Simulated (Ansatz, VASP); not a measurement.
**BeRh3 in VASP and in Ansatz**

```
Be Rh
1.0
     3.73062    0.00000    0.00000
     0.00000    3.73062    0.00000
     0.00000    0.00000    3.73062
Be Rh
1 3
Cartesian
  0.0000 0.0000 0.0000
  0.0000 1.8653 1.8653
  1.8653 0.0000 1.8653
  1.8653 1.8653 0.0000
```

Alike in both runs: functional PBE; k mesh 6 × 6 × 6; occupations gaussian, width 0.1 eV; no spin polarisation.

Ansatz relaxed the structure, and its values are those at the end. VASP's run is a single point on that final structure, the one shown.

```csv
,VASP,Ansatz
version,VASP 6.6.1,Ansatz 0.2.0
potentials or method,"VASP PAW PBE potentials, release 64 (Be, Rh_pv), cutoff 520 eV","scalar-relativistic, plane waves, PAW"
valence electrons in the cell,47,53
```

Ansatz gave:

* gap on the k mesh at the Fermi level (eV): none
* pressure (GPa): -0.1

What did VASP give for the same quantities?

gap on the k mesh at the Fermi level (eV): none; pressure (GPa): 0.0.

A gap of «none» marks a metal or a gap that the smearing closes. The functional is the same, so the differences come from potentials, cutoffs and numerics. VASP's potentials hold 47 valence electrons a cell and Ansatz's 53, so a difference there can come from the potentials and not from the codes.
